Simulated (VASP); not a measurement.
A run of VASP 6.6.1:

INCAR

```
  ALGO = Normal
  EDIFF = 1E-6
  ENCUT = 520
  GGA = PS
  ISIF = 2
  ISMEAR = 0
  LASPH = T
  LCHARG = F
  LREAL = F
  LWAVE = F
  NBANDS = 26
  NELM = 80
  PREC = Accurate
  SIGMA = 0.03
```

File KPOINTS:

```
k-points
0
Gamma
  12 12 6
```

Contents of POSCAR:

```
SiGe
1.0
    3.7935520603      0.0000000000      0.0000000000
   -1.8967760302      3.2853124548      0.0000000000
    0.0000000000      0.0000000000      6.2665470583
Si Ge
2 2
Direct
    0.6666666667      0.3333333333      0.8745463082
    0.3333333333      0.6666666667      0.3745463082
    0.6666666667      0.3333333333      0.5159730348
    0.3333333333      0.6666666667      0.0159730348
```

Potentials or basis: VASP PAW PBE potentials, release 64 (Si, Ge_d).

Run with:

```sh
$ cat potpaw_PBE.64/Si/POTCAR potpaw_PBE.64/Ge_d/POTCAR > POTCAR
$ mpirun -np 1 vasp_std > vasp.out
```

Hardware: 1 thread of Intel(R) Xeon(R) 6975P-C (Granite Rapids), with other jobs on the host.

Task: Estimate the wall time of this run.

Result: It took 46 s on 1 thread of Intel(R) Xeon(R) 6975P-C (Granite Rapids), on a shared host, peak memory 0.26 GiB. Counts: scf iterations 12, k points 76.
